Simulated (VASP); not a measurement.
Crystal: NaF (Villiaumite).

```
Na F
1.0
     0.00000    2.32000    2.32000
     2.32000    0.00000    2.32000
     2.32000    2.32000    0.00000
Na F
1 1
Direct
  0.00000 0.00000 0.00000
  0.50000 0.50000 0.50000
```

Base run:

| Item | Value |
| --- | --- |
| Program | VASP 6.6.1 |
| Functional | PBEsol |
| Potentials or basis | VASP PAW PBE potentials, release 64 (Na_pv, F) |
| Cutoff | 520 eV |
| k mesh | 10 × 10 × 10 |
| Occupations | gaussian, width 0.05 eV |
| Spin | no spin polarisation |

Its results: band gap on the k mesh 6.14 eV, direct; pressure -0.4 GPa.

Problem. The run is repeated on the same cell with these changes: functional from PBEsol to r2SCAN; occupations from gaussian, width 0.05 eV to fermi-dirac, width 0.05 eV. What comes out?

Solution. Band gap on the k mesh 7.15 eV, direct; pressure -2.0 GPa.

Caveats: the PAW data sets were made with another functional, which shifts forces and pressure a little.

A k mesh can miss the band edges.
